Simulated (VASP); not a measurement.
# Ga18N17 (a cell with a defect) in VASP: further runs

The runs below take Ga18N17 (a cell with a defect) through single point, with PBE.

Everything below comes from runs of VASP 6.6.1. Logs are shortened: lines on timing, memory, paths and dates and some standing lists are left out, and cuts for length are marked.

## (1) The cell of the first run

The cell holds a defect, 35 atoms: a = 7.653 Å, b = 7.653 Å, c = 7.653 Å, α = 78.22°, β = 78.22°, γ = 78.22°.

## (2) Single point, PBE (atoms taken out, then relaxed in part)

The input, INCAR:

```
ALGO = Normal
EDIFF = 1E-7
ENCUT = 520
GGA = PE
ISIF = 2
ISMEAR = 0
LASPH = T
LCHARG = F
LREAL = Auto
LWAVE = F
NBANDS = 182
NELECT = 318.0
NELM = 100
PREC = Accurate
SIGMA = 0.01
```

The input, KPOINTS:

```
Automatic mesh
0
Gamma
  2 2 2
  0.5 0.5 0.5
```

The input, POSCAR:

```
Ga18N17
1.0
   -0.0000000001      5.5743817708     -5.2431684095
    4.8275562239     -2.7871908853     -5.2431684095
   -4.8275562239     -2.7871908854     -5.2431684095
Ga N
18 17
Direct
    0.9461984145      0.2801466582      0.2802577598
    0.2784551786      0.9440288142      0.2780595447
    0.9440149506      0.6126784684      0.9440016542
    0.6098930611      0.6126829898      0.2780568326
    0.2784656222      0.2782399189      0.9439521566
    0.9440491398      0.9439743463      0.6124497861
    0.6101259079      0.9442893669      0.9441742435
    0.2771189060      0.6112986593      0.6111419427
    0.6097890496      0.2782644880      0.6124559909
    0.8890413810      0.8874581834      0.2231570634
    0.2212040234      0.5554661433      0.2231142900
    0.8893978441      0.2235897922      0.8859180615
    0.5528858108      0.2233066889      0.2232594359
    0.2218592154      0.8881560004      0.8880700327
    0.8890791572      0.5555621387      0.5551657060
    0.5539771856      0.5560598934      0.8880748713
    0.2213372299      0.2232732115      0.5551910605
    0.5539837616      0.8881667442      0.5559192184
    0.1510713510      0.8207345692      0.1518039639
    0.8177436653      0.4854434471      0.8204886592
    0.4865123198      0.4853095579      0.1518083758
    0.1512784460      0.1519344527      0.8204691925
    0.8177232645      0.8206795413      0.4852385267
    0.4850120839      0.8192054457      0.8190779578
    0.1513049508      0.4854846250      0.4853285977
    0.4864453493      0.1519145006      0.4852956701
    0.0949261018      0.0961279056      0.4289469806
    0.4290270095      0.7632267307      0.4301108691
    0.0948036642      0.4289802118      0.0960827126
    0.7619604272      0.4290974572      0.4289444387
    0.4315089247      0.0972215479      0.0970639531
    0.0960707280      0.7632065021      0.7630966222
    0.7630312378      0.7657344805      0.0970651270
    0.4290219201      0.4302722653      0.7631048454
    0.7630089781      0.0972041007      0.7654428132
```

Potentials or basis: VASP PAW PBE potentials, release 64 (Ga_d, N).

Command:

```console
$ cat potpaw_PBE.64/Ga_d/POTCAR potpaw_PBE.64/N/POTCAR > POTCAR
$ mpirun -np 1 vasp_std > vasp.out
```

OUTCAR:

```text
EDIFF = 1E-7
   ENCUT = 520
   GGA = PE
   ISIF = 2
   ISMEAR = 0
   LASPH = T
   LREAL = Auto
   NELECT = 318.0
   NELM = 100
   PREC = Accurate

 ion  position               nearest neighbor table
   1  0.946  0.280  0.280-  27 1.95  29 1.95  30 1.95
   2  0.278  0.944  0.278-  28 1.96  27 1.97  31 1.97  19 1.98
   3  0.944  0.613  0.944-  32 1.96  29 1.97  33 1.97  20 1.98
   4  0.610  0.613  0.278-  28 1.96  30 1.97  33 1.97  21 1.98
   5  0.278  0.278  0.944-  34 1.96  29 1.97  31 1.97  22 1.98
   6  0.944  0.944  0.612-  32 1.96  27 1.97  35 1.97  23 1.98
   7  0.610  0.944  0.944-  33 1.96  31 1.96  35 1.97  24 1.97
   8  0.277  0.611  0.611-  28 1.96  34 1.96  32 1.96  25 1.98
   9  0.610  0.278  0.612-  34 1.96  30 1.97  35 1.97  26 1.98
  10  0.889  0.887  0.223-  19 1.96  23 1.96  33 1.96
  11  0.221  0.555  0.223-  25 1.96  19 1.98  21 1.98  29 1.99
  12  0.889  0.224  0.886-  20 1.95  22 1.95  35 1.96
  13  0.553  0.223  0.223-  21 1.96  26 1.96  31 1.96
  14  0.222  0.888  0.888-  24 1.96  19 1.97  22 1.97  32 1.97
  15  0.889  0.556  0.555-  25 1.96  23 1.98  20 1.98  30 1.99
  16  0.554  0.556  0.888-  24 1.96  21 1.97  20 1.97  34 1.97
  17  0.221  0.223  0.555-  25 1.96  26 1.98  22 1.98  27 1.99
  18  0.554  0.888  0.556-  24 1.96  23 1.97  26 1.97  28 1.97
  19  0.151  0.821  0.152-  10 1.96  14 1.97   2 1.98  11 1.98
[... 14 lines left out ...]
  34  0.429  0.430  0.763-   5 1.96   9 1.96   8 1.96  16 1.97
  35  0.763  0.097  0.765-  12 1.96   7 1.97   6 1.97   9 1.97

  LATTYP: Found a trigonal (rhomboedric) cell.
 ALAT       =     7.6527476828
 COS(alpha) =     0.2041157919

  Lattice vectors:

 A1 = (  -0.0000000001,   5.5743817708,  -5.2431684095)
 A2 = (   4.8275562239,  -2.7871908853,  -5.2431684095)
 A3 = (  -4.8275562239,  -2.7871908854,  -5.2431684095)

Analysis of symmetry for initial positions (statically):
=====================================================================
 Subroutine PRICEL returns:
 Original cell was already a primitive cell.

 Routine SETGRP: Setting up the symmetry group for a
 trigonal (rhombohedral) supercell.

 Subroutine GETGRP returns: Found  1 space group operations
 (whereof  1 operations were pure point group operations)
 out of a pool of 12 trial point group operations.

The static configuration has the point symmetry C_1 .

Analysis of symmetry for dynamics (positions and initial velocities):
=====================================================================
 Subroutine PRICEL returns:
 Original cell was already a primitive cell.

 Routine SETGRP: Setting up the symmetry group for a
 trigonal (rhombohedral) supercell.

 Subroutine GETGRP returns: Found  1 space group operations
 (whereof  1 operations were pure point group operations)
 out of a pool of 12 trial point group operations.

The dynamic configuration has the point symmetry C_1 .

 Subroutine INISYM returns: Found  1 space group operations
 (whereof  1 operations are pure point group operations),
 and found     1 'primitive' translations

----------------------------------------------------------------------------------------

                                     Primitive cell

  volume of cell :     423.2911

  direct lattice vectors                    reciprocal lattice vectors
    -0.000000000  5.574381771 -5.243168409    -0.000000000  0.119594727 -0.063574791
     4.827556224 -2.787190885 -5.243168409     0.103572072 -0.059797364 -0.063574791
    -4.827556224 -2.787190885 -5.243168409    -0.103572072 -0.059797364 -0.063574791

  length of vectors
     7.652747683  7.652747683  7.652747683     0.135442433  0.135442433  0.135442433

  position of ions in fractional coordinates (direct lattice)
     0.946198415  0.280146658  0.280257760
     0.278455179  0.944028814  0.278059545
     0.944014951  0.612678468  0.944001654
     0.609893061  0.612682990  0.278056833
     0.278465622  0.278239919  0.943952157
     0.944049140  0.943974346  0.612449786
[... 27 lines left out ...]
     0.429021920  0.430272265  0.763104845
     0.763008978  0.097204101  0.765442813

  ion indices of the primitive-cell ions
   primitive index   ion index
                 1           1
                 2           2
                 3           3
                 4           4
                 5           5
                 6           6
[... 27 lines left out ...]
                34          34
                35          35

----------------------------------------------------------------------------------------

 KPOINTS: Automatic mesh

Automatic generation of k-mesh.
 Grid dimensions read from file:
 generate k-points for:    2    2    2

 Generating k-lattice:

  Cartesian coordinates                     Fractional coordinates (reciprocal lattice)
    -0.000000000  0.059797364 -0.031787395     0.500000000  0.000000000  0.000000000
     0.051786036 -0.029898682 -0.031787395     0.000000000  0.500000000 -0.000000000
    -0.051786036 -0.029898682 -0.031787395     0.000000000  0.000000000  0.500000000

  Length of vectors
     0.067721217  0.067721217  0.067721217

  Shift w.r.t. Gamma in fractional coordinates (k-lattice)
     0.500000000  0.500000000  0.500000000

 Subroutine IBZKPT returns following result:
 ===========================================

 Found      4 irreducible k-points:

 Following reciprocal coordinates:
            Coordinates               Weight
  0.250000  0.250000  0.250000      2.000000
 -0.250000  0.250000  0.250000      2.000000
  0.250000 -0.250000  0.250000      2.000000
  0.250000  0.250000 -0.250000      2.000000
   k-points           NKPTS =      4   k-points in BZ     NKDIM =      4   number of bands    NBANDS=    182
   number of dos      NEDOS =    301   number of ions     NIONS =     35
   total plane-waves  NPLWV = 216000
   dimension x,y,z NGX =    60 NGY =   60 NGZ =   60
   dimension x,y,z NGXF=   120 NGYF=  120 NGZF=  120
   ions per type =              18  17
   NGX,Y,Z   is equivalent  to a cutoff of  13.03, 13.03, 13.03 a.u.
   NGXF,Y,Z  is equivalent  to a cutoff of  26.07, 26.07, 26.07 a.u.
 SYSTEM =  unknown system
   PREC   = accura    normal or accurate (medium, high low for compatibility)
   ISTART =      0    job   : 0-new  1-cont  2-samecut
   ICHARG =      2    charge: 1-file 2-atom 10-const
   ISPIN  =      1    spin polarized calculation?
   LNONCOLLINEAR =      F non collinear calculations
   LSORBIT =      F    spin-orbit coupling
   LASPH  =      T    aspherical Exc in radial PAW
   ENCUT  =  520.0 eV  38.22 Ry    6.18 a.u.  14.23 14.23 14.23*2*pi/ulx,y,z
   NELM   =    100;   NELMIN=  2; NELMDL= -5     # of ELM steps
   EDIFF  = 0.1E-06   stopping-criterion for ELM
   LREAL  =      T    real-space projection
   EDIFFG = 0.1E-05   stopping-criterion for IOM
   NSW    =      0    number of steps for IOM
   IBRION =     -1    ionic relax: 0-MD 1-quasi-New 2-CG
   NFREE  =      0    steps in history (QN), initial steepest desc. (CG)
   ISIF   =      2    stress and relaxation
   ISYM   =      2    0-nonsym 1-usesym 2-fastsym
   POTIM  = 0.5000    time-step for ionic-motion
   TEBEG  =    0.0;   TEEND  =   0.0 temperature during run
   PSTRESS=    0.0 pullay stress
   NELECT =     318.0000    total number of electrons
   NUPDOWN=      -1.0000    fix difference up-down
   EMIN   =  10.00;   EMAX   =-10.00  energy-range for DOS
   EFERMI =   0.00;   METHOD = LEGACY
   ISMEAR =     0;   SIGMA  =   0.01  broadening in eV -4-tet -1-fermi 0-gaus
   EFERMI_NEDOS =   21; number of points for ismear=-14 and -15
   IALGO  =     38    algorithm
   IMIX   =      4    mixing-type and parameters
     AMIX     =   0.40;   BMIX     =  1.00
     AMIX_MAG =   1.60;   BMIX_MAG =  1.00
  volume/ion in A,a.u.               =      12.09        81.61
  Fermi-wavevector in a.u.,A,eV,Ry     =   1.488233  2.812352 30.134680  2.214836
  Thomas-Fermi vector in A             =   2.601293
   LORBIT       =      0    0 simple, 1 ext, 2 COOP (PROOUT), +10 PAW based schemes
   GGA     = PE    functional components
   LHFCALC =     F    Hartree Fock is set to
   AEXX    =    0.0000 exact exchange contribution
   IVDW    =     0    specifies the selected vdW correction
   LEPSILON=     F    determine dielectric tensor
   LRPA    =     F    only Hartree local field effects (RPA)
 non-spin polarized calculation
 Gauss-broadening in eV      SIGMA  =   0.01
  energy-cutoff  :      520.00
  volume of cell :      423.29
 maximum number of plane-waves:     11401
 NGX is ok and might be reduce to    60
   NGX = 29   NGY = 29   NGZ = 29

 number of electron     318.0000128 magnetization

 Free energy of the ion-electron system (eV)
  ---------------------------------------------------
  ext. energy  EPLUGINS =         0.00000000
  ---------------------------------------------------
  free energy    TOTEN  =      -214.18106984 eV

  energy without entropy =     -214.18106984  energy(sigma->0) =     -214.18106984

 E-fermi :   4.9494     XC(G=0): -11.3953

 val. band max:        4.8459909265   @ k =   0.2500  -0.2500   0.2500
 cond. band min:       7.2280985487   @ k =   0.2500  -0.2500   0.2500
 fundamental gap:      2.3821076222
 Fermi energy:         4.9494102548

 k-point     1 :       0.2500    0.2500    0.2500
  band No.  band energies     occupation
      1     -10.6688      2.00000
      2     -10.2311      2.00000
      3     -10.2301      2.00000
      4     -10.1801      2.00000
      5     -10.0985      2.00000
      6     -10.0788      2.00000
[... 163 lines left out ...]
    170      10.0530      0.00000
    171      10.0555      0.00000

 k-point     2 :      -0.2500    0.2500    0.2500
  band No.  band energies     occupation
      1     -10.5863      2.00000
      2     -10.3059      2.00000
      3     -10.2384      2.00000
      4     -10.1868      2.00000
      5     -10.1445      2.00000
      6     -10.0796      2.00000
[... 163 lines left out ...]
    170      10.2374      0.00000
    171      10.3197      0.00000

 k-point     3 :       0.2500   -0.2500    0.2500
  band No.  band energies     occupation
      1     -10.5862      2.00000
      2     -10.3059      2.00000
      3     -10.2378      2.00000
      4     -10.1881      2.00000
      5     -10.1441      2.00000
      6     -10.0790      2.00000
[... 163 lines left out ...]
    170      10.2376      0.00000
    171      10.3202      0.00000

 k-point     4 :       0.2500    0.2500   -0.2500
  band No.  band energies     occupation
      1     -10.5864      2.00000
      2     -10.3059      2.00000
      3     -10.2375      2.00000
      4     -10.1875      2.00000
      5     -10.1450      2.00000
      6     -10.0791      2.00000
[... 163 lines left out ...]
    170      10.2366      0.00000
    171      10.3189      0.00000
 [bands above 171 left out]

------------------------ aborting loop because EDIFF is reached ----------------------------------------

  FORCE on cell =-STRESS in cart. coord.  units (eV):
  Direction    XX          YY          ZZ          XY          YZ          ZX
  --------------------------------------------------------------------------------------
  -------------------------------------------------------------------------------------
  Total      -11.2234465    -11.2533916    -11.5929384      0.0247776      0.0018623      0.0310190
  in kB      -42.4812914    -42.5946352    -43.8798362      0.0937844      0.0070490      0.1174084
  external PRESSURE =     -42.9852543 kB  Pullay stress =       0.0000000 kB

 VOLUME and BASIS-vectors are now :
 -----------------------------------------------------------------------------
  energy-cutoff  :      520.00
  volume of cell :      423.29
      direct lattice vectors                 reciprocal lattice vectors
    -0.000000000  5.574381771 -5.243168409    -0.000000000  0.119594727 -0.063574791
     4.827556224 -2.787190885 -5.243168409     0.103572072 -0.059797364 -0.063574791
    -4.827556224 -2.787190885 -5.243168409    -0.103572072 -0.059797364 -0.063574791

 POSITION                                       TOTAL-FORCE (eV/Angst)
 -----------------------------------------------------------------------------------
     -0.00054      3.71252     -7.89937         0.009257     -0.015950      0.004687
      3.21500     -1.85398     -7.86760         0.003282      0.000922     -0.005355
     -1.59948      0.92354    -13.11157        -0.004133      0.003899     -0.003231
      1.61543      0.91711     -7.86807        -0.003431      0.003316     -0.004333
     -3.21376     -1.85421     -7.86820        -0.000672     -0.001722     -0.004854
      1.60045      0.92444    -13.11040         0.001077     -0.000836     -0.008027
[... 27 lines left out ...]
     -1.60677     -0.93464     -8.50651        -0.000756      0.000599     -0.002043
     -3.22596      1.84894     -8.52359         0.000744      0.000731      0.008503
 -----------------------------------------------------------------------------------
    total drift:                                0.001303      0.000549     -0.004708

  FREE ENERGIE OF THE ION-ELECTRON SYSTEM (eV)
  ---------------------------------------------------
  free  energy   TOTEN  =      -214.1810698357 eV

  energy  without entropy=     -214.1810698357  energy(sigma->0) =     -214.18106984
```

It took 8.4 min on 1 thread of Intel Xeon 6975P-C (Granite Rapids), shared host; peak memory 0.58 GiB.

Results:

* Free energy: -214.1811 eV
* Largest force: 0.025 eV/Å

Forces in eV/Å, atoms in the order of the input:
```
Ga   0.009 -0.016  0.005
Ga   0.003  0.001 -0.005
Ga  -0.004  0.004 -0.003
Ga  -0.003  0.003 -0.004
Ga  -0.001 -0.002 -0.005
Ga   0.001 -0.001 -0.008
Ga   0.001 -0.002  0.010
Ga  -0.002 -0.002  0.010
Ga   0.002  0.003 -0.008
Ga   0.003 -0.005  0.014
Ga  -0.011 -0.007  0.003
Ga  -0.022 -0.011 -0.004
Ga  -0.001  0.010  0.007
Ga   0.002  0.003 -0.001
Ga  -0.003  0.014  0.004
Ga   0.003  0.001 -0.001
Ga   0.012 -0.010  0.000
Ga  -0.004 -0.001 -0.004
N    0.002  0.012 -0.005
N    0.010 -0.007 -0.004
N    0.011 -0.005 -0.005
N   -0.001  0.008 -0.001
N    0.002 -0.007 -0.002
N    0.000 -0.001  0.007
N    0.001 -0.002 -0.003
N   -0.004  0.005 -0.002
N   -0.012  0.005  0.000
N    0.001  0.001 -0.003
N    0.011  0.006 -0.003
N   -0.001  0.000  0.004
N   -0.002  0.002  0.004
N    0.000 -0.002 -0.002
N    0.001 -0.003 -0.001
N   -0.001  0.001 -0.002
N    0.001  0.001  0.009
```

Caveat: the cell carries a net charge on a neutralising background, which shifts energy and pressure; the cell differs from its parent crystal (atoms taken out, then relaxed in part); the cell is charged against a uniform background, so pressure and absolute levels hang on convention.

## (3) Single point, PBE (atoms taken out, then relaxed in part)

The input, INCAR:

```
SYSTEM = Ga18N17
  PREC = Accurate
  ENCUT = 520
  EDIFF = 1E-6
  ISMEAR = 0
  SIGMA = 0.01
  LREAL = Auto
  LASPH = .True.
  NELM = 100
  ALGO = Normal
  ISIF = 2
  LWAVE = .False.
  LCHARG = .False.
  GGA = PE
  NBANDS = 182
  NELECT = 316.0
```

KPOINTS is that of step 2.

The input, POSCAR:

```
Ga18N17
1.0
   -0.0000000001      5.5743817708     -5.2431684095
    4.8275562239     -2.7871908853     -5.2431684095
   -4.8275562239     -2.7871908854     -5.2431684095
Ga N
18 17
Direct
    0.9714485953      0.3060530752      0.3057768801
    0.2772910915      0.9422472623      0.2792577922
    0.9449358576      0.6118969727      0.9419677829
    0.6076427085      0.6118972470      0.2792591194
    0.2772934249      0.2795377668      0.9419683196
    0.9449325798      0.9422480395      0.6116188625
    0.6100210821      0.9446224406      0.9443472302
    0.2761669853      0.6107702433      0.6104902121
    0.6076431914      0.2795370242      0.6116203093
    0.9002522853      0.8399187549      0.2345827141
    0.2260526932      0.5606554712      0.2207649042
    0.9002522205      0.2348570615      0.8396452753
    0.5053167084      0.2348556374      0.2345800478
    0.2221714909      0.8854826989      0.8852077049
    0.8864381591      0.5606558797      0.5603806209
    0.5508783496      0.5567767426      0.8852068332
    0.2260531969      0.2210401095      0.5603799008
    0.5508785283      0.8854823877      0.5565015478
    0.1520752113      0.8226631489      0.1497755520
    0.8154472343      0.4866825999      0.8223884510
    0.4880597929      0.4866810079      0.1497752483
    0.1520775711      0.1500509841      0.8223883615
    0.8154468236      0.8226649194      0.4864050579
    0.4852781215      0.8198835614      0.8196086562
    0.1485232978      0.4831261186      0.4828492272
    0.4880621302      0.1500506073      0.4864042777
    0.0976285746      0.0947559384      0.4319554097
    0.4275110877      0.7621171970      0.4293832470
    0.0976288674      0.4322331473      0.0944791726
    0.7601510821      0.4322337867      0.4319557687
    0.4280926567      0.0963430380      0.0960650490
    0.0950589334      0.7621166502      0.7618362712
    0.7617414742      0.7626960306      0.0960654096
    0.4275113179      0.4296634735      0.7618372814
    0.7617393946      0.0963424754      0.7624196993
```

Potentials or basis: VASP PAW PBE potentials, release 64 (Ga_d, N).

Command:

```console
$ cat potpaw_PBE.64/Ga_d/POTCAR potpaw_PBE.64/N/POTCAR > POTCAR
$ mpirun -np 1 vasp_std > vasp.out
```

Run time: 15 min. Hardware: 1 thread of Oxide Virtual Turin-like, shared host; peak memory 0.49 GiB.

The run converged. Its results:

- Free energy: -225.0226 eV
- Largest force: 0.013 eV/Å

Forces in eV/Å, atoms in the order of the input:
```
Ga   0.000  0.000  0.000
Ga  -0.003  0.002  0.001
Ga   0.004  0.002  0.001
Ga   0.000 -0.004  0.001
Ga   0.003  0.002  0.001
Ga  -0.004  0.002  0.001
Ga   0.000  0.000  0.006
Ga   0.000  0.000 -0.006
Ga   0.000 -0.004  0.001
Ga  -0.001  0.001  0.004
Ga  -0.001  0.000 -0.004
Ga   0.001  0.001  0.004
Ga   0.000 -0.001  0.004
Ga   0.000  0.006  0.002
Ga   0.000  0.001 -0.004
Ga   0.005 -0.003  0.002
Ga   0.001  0.000 -0.004
Ga  -0.005 -0.003  0.002
N    0.003 -0.010  0.000
N   -0.010  0.003  0.000
N   -0.007  0.008  0.000
N   -0.003 -0.010  0.000
N    0.010  0.003  0.000
N    0.000  0.000 -0.001
N    0.000  0.000  0.004
N    0.007  0.008  0.000
N    0.007 -0.004  0.009
N    0.003  0.002  0.000
N   -0.007 -0.004  0.009
N    0.000  0.008  0.009
N    0.000  0.002 -0.013
N    0.000 -0.003  0.000
N    0.002 -0.001 -0.013
N   -0.003  0.002  0.000
N   -0.002 -0.001 -0.013
```

Levels at points of the mesh, in eV from the Fermi level:
| k point | band 156 | band 157 | band 158 | band 159 | band 160 | band 161 |
| --- | --- | --- | --- | --- | --- | --- |
| (0.25, 0.25, 0.25) | -0.59 | -0.07 | -0.07 | 1.41 | 3.01 | 4.13 |

Caveat: the cell carries a net charge on a neutralising background, which shifts energy and pressure; the cell differs from its parent crystal (atoms taken out, then relaxed in part); the cell is charged against a uniform background, so pressure and absolute levels hang on convention.
